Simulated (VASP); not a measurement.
Input of a VASP 6.6.1 run:

Contents of INCAR:

```
SYSTEM = PtSe2
PREC     = Accurate       ! precision mode
ENCUT    = 600            ! plane-wave cutoff, eV
EDIFF    = 1E-7           ! SCF threshold, eV
ISMEAR   = 0              ! smearing method
SIGMA    = 0.05           ! smearing width, eV
LREAL    = .FALSE.        ! projectors in reciprocal space
LASPH    = .TRUE.         ! aspherical terms in the spheres
NELM     = 80             ! most SCF steps
ALGO     = Normal         ! electronic algorithm
ISIF     = 3              ! what is computed and relaxed
LWAVE    = .FALSE.        ! write WAVECAR
LCHARG   = .FALSE.        ! write CHGCAR
GGA      = PE             ! functional
IVDW     = 12             ! dispersion correction
IBRION   = 2              ! ionic algorithm
NSW      = 80             ! ionic steps
EDIFFG   = -0.001         ! ionic threshold
```

KPOINTS

```
Automatic mesh
0
G
  14 14 10
  0 0 0
```

Contents of POSCAR:

```
PtSe2
1.0
    3.7240000000      0.0000000000      0.0000000000
   -1.8620000000      3.2250786037      0.0000000000
    0.0000000000      0.0000000000      5.0620000000
Pt Se
1 2
Direct
    0.0000000000      0.0000000000      0.0000000000
    0.3333333333      0.6666666667      0.2500000000
    0.6666666667      0.3333333333      0.7500000000
```

Potentials or basis: VASP PAW PBE potentials, release 64 (Pt, Se).

Run with:

```console
$ cat potpaw_PBE.64/Pt/POTCAR potpaw_PBE.64/Se/POTCAR > POTCAR
$ mpirun -np 1 vasp_std > vasp.out
```

Question: Predict the relaxed cell.

Answer: a = 3.773 Å, b = 3.773 Å, c = 4.815 Å, α = 90.00°, β = 90.00°, γ = 120.00°.

Question: Predict the dispersion energy per atom.

Answer: -0.491 eV.

Question: What does it give for the band gap on the k mesh?

Answer: Zero (bands 11 and 12 overlap by 0.94 eV).

Question: What does it give for the relaxed volume?

Answer: 19.78 Å³/atom.

Step by step:
| step | energy change (eV) | largest force (eV/Å) | pressure (GPa) | volume (Å³) |
| --- | --- | --- | --- | --- |
| 1 | 0.0000 | 0.6001 | 3.48 | 60.80 |
| 2 | 0.0317 | 0.4009 | -5.83 | 64.75 |
| 3 | -0.0236 | 0.1727 | -0.56 | 62.30 |
| 4 | -0.0236 | 0.1806 | -0.48 | 62.27 |
| 5 | -0.0285 | 0.1554 | -0.42 | 61.91 |
| 6 | -0.0401 | 0.0753 | -0.14 | 60.83 |
| 7 | -0.0448 | 0.1001 | 0.80 | 58.68 |
| 8 | -0.0465 | 0.0247 | 0.40 | 59.50 |
| 9 | -0.0470 | 0.1542 | -1.26 | 59.77 |
| 10 | -0.0484 | 0.0957 | -0.52 | 59.65 |
| 11 | -0.0494 | 0.0281 | 0.26 | 59.05 |
| 12 | -0.0498 | 0.0154 | -0.02 | 59.26 |
| 13 | -0.0498 | 0.0169 | -0.03 | 59.27 |
| 14 | -0.0498 | 0.0050 | 0.08 | 59.27 |
| 15 | -0.0498 | 0.0075 | 0.05 | 59.27 |
| 16 | -0.0498 | 0.0043 | 0.00 | 59.33 |
| 17 | -0.0498 | 0.0024 | -0.04 | 59.37 |
| 18 | -0.0498 | 0.0039 | -0.01 | 59.34 |
| 19 | -0.0498 | 0.0028 | 0.03 | 59.33 |
| 20 | -0.0498 | 0.0013 | 0.02 | 59.33 |
| 21 | -0.0498 | 0.0005 | 0.01 | 59.34 |
| 22 | -0.0498 | 0.0006 | -0.01 | 59.35 |
| 23 | -0.0498 | 0.0005 | 0.00 | 59.34 |
| 24 | -0.0498 | 0.0007 | 0.00 | 59.34 |

Caveat: spin-orbit coupling is left out, which moves the levels of the heavy elements.
